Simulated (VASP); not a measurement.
Wanted: the native input for a VASP 6.6.1 run.

* Task: single point
* Functional: HSE06
* Potentials or basis: VASP PAW PBE potentials, release 64 (Rb_sv, Br)
* Cutoff: 520 eV
* k mesh: 4 × 4 × 4
* Occupations: fermi-dirac, width 0.02 eV
* Spin: no spin polarisation
* Dipole correction: no
* Grid for exact exchange (PRECFOCK): Normal
* Further INCAR settings: ALGO = Normal; EDIFF = 1e-06; NBANDS = 15
* Share of exact exchange: 0.25
* Screening parameter: 0.2079 1/Å

RbBr:

```
CELL_PARAMETERS angstrom
0.00000 3.48704 3.48704
3.48704 0.00000 3.48704
3.48704 3.48704 0.00000
ATOMIC_POSITIONS crystal
Rb 0.00000 0.00000 0.00000
Br 0.50000 0.50000 0.50000
```

One way to write it, as run:

POSCAR

```
RbBr
1.0
    0.0000000000      3.4870370905      3.4870370905
    3.4870370905      0.0000000000      3.4870370905
    3.4870370905      3.4870370905      0.0000000000
Rb Br
1 1
Direct
    0.0000000000      0.0000000000      0.0000000000
    0.5000000000      0.5000000000      0.5000000000
```

INCAR.step1

```
  PREC = Accurate
  ENCUT = 520
  EDIFF = 1E-5
  ISMEAR = -1
  SIGMA = 0.02
  LREAL = F
  LASPH = T
  NELM = 60
  ALGO = Normal
  ISIF = 2
  LWAVE = T
  LCHARG = F
  NBANDS = 15
  GGA = PE
```

INCAR.step2

```
  PREC = Accurate
  ENCUT = 520
  EDIFF = 1E-6
  ISMEAR = -1
  SIGMA = 0.02
  LREAL = F
  LASPH = T
  NELM = 60
  ALGO = Normal
  ISIF = 2
  LWAVE = F
  LCHARG = F
  GGA = PE
  LHFCALC = T
  HFSCREEN = 0.2079
  PRECFOCK = Normal
  NBANDS = 15
  ISTART = 1
```

KPOINTS

```
Automatic mesh
0
Gamma
  4 4 4
```

Potentials or basis: VASP PAW PBE potentials, release 64 (Rb_sv, Br).

The run is started by

```bash
$ cat potpaw_PBE.64/Rb_sv/POTCAR potpaw_PBE.64/Br/POTCAR > POTCAR
$ cp INCAR.step1 INCAR
$ mpirun -np 1 vasp_std > vasp.out
$ cp INCAR.step2 INCAR
$ mpirun -np 1 vasp_std > vasp.out
```

It gave:

| Quantity | Value |
| --- | --- |
| Pressure | 0.0 GPa |
| Band gap on the k mesh | 5.38 eV |

Caveat: the PAW data sets were made with another functional, which shifts forces and pressure a little.

Wall time 6.8 min on 1 thread of Intel(R) Xeon(R) Platinum 8488C (Sapphire Rapids), on a shared host, peak memory 0.35 GiB.
